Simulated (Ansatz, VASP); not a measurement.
## AlN in VASP and in Ansatz

```
Al N
1.0
     0.00000    2.14777    1.82561
     2.14777    0.00000    1.82561
     2.14777    2.14777    0.00000
Al N
1 1
Direct
  0.50000 0.50000 0.50000
  0.00000 0.00000 0.00000
```

Alike in both runs: task single point; functional PBEsol; k mesh 10 × 10 × 10; occupations gaussian, width 0.05 eV; non-collinear spin, spin-orbit coupling.

|  | VASP | Ansatz |
| --- | --- | --- |
| version | VASP 6.6.1 | Ansatz 0.2.0 |
| potentials or method | VASP PAW PBE potentials, release 64 (Al, N), cutoff 520 eV | scalar-relativistic, plane waves, PAW |
| valence electrons in the cell | 8 | 8 |

VASP gave:

* pressure (GPa): 9.2
* traceless stress, the component that is largest in VASP (GPa): 40.48
* net moment per atom (μB): 0.00

Problem. Which values does Ansatz return?

Solution. Pressure (GPa): 9.1; traceless stress, the component that is largest in VASP (GPa): 39.97; net moment per atom (μB): 0.00.

VASP's potentials were made for PBE, not for PBEsol.
